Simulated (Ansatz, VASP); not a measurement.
## Two plane-wave programs on YbIn2Rh2

```
CELL_PARAMETERS angstrom
0.00000 4.40517 0.00000
4.40517 0.00000 0.00000
2.20259 2.20259 -5.04277
ATOMIC_POSITIONS crystal
Rh 0.75000 0.25000 0.50000
Rh 0.25000 0.75000 0.50000
Yb 0.00000 0.00000 0.00000
In 0.37500 0.37500 0.25000
In 0.62500 0.62500 0.75000
```

Alike in both runs: task single point; functional PBE; k mesh 5 × 5 × 5; no spin polarisation.

```csv
,VASP,Ansatz
version,VASP 6.6.1,Ansatz 0.2.0
potentials or method,"VASP PAW PBE potentials, release 64 (Rh_pv, Yb, In_d), cutoff 520 eV",PAW plane waves
occupations,"fermi-dirac, width 0.1 eV",fermi-dirac
valence electrons in the cell,80,84
```

|  | VASP | Ansatz | Ansatz less VASP |
| --- | --- | --- | --- |
| gap on the k mesh at the Fermi level (eV) | none | none | - |
| pressure (GPa) | 13.8 | 13.9 | +0.07 |
| traceless stress, the component that is largest in VASP (GPa) | 4.08 | 4.04 | -0.039 |
| rms of the force components (eV/Å) | 0.251 | 0.249 | -0.0014 |

Atom by atom the forces differ by 0.001 eV/Å (rms over components). A gap of «none» marks a metal or a gap that the smearing closes. VASP's potentials hold 80 valence electrons a cell and Ansatz's 84, so a difference there can come from the potentials and not from the codes.

Spin-orbit coupling is off throughout.
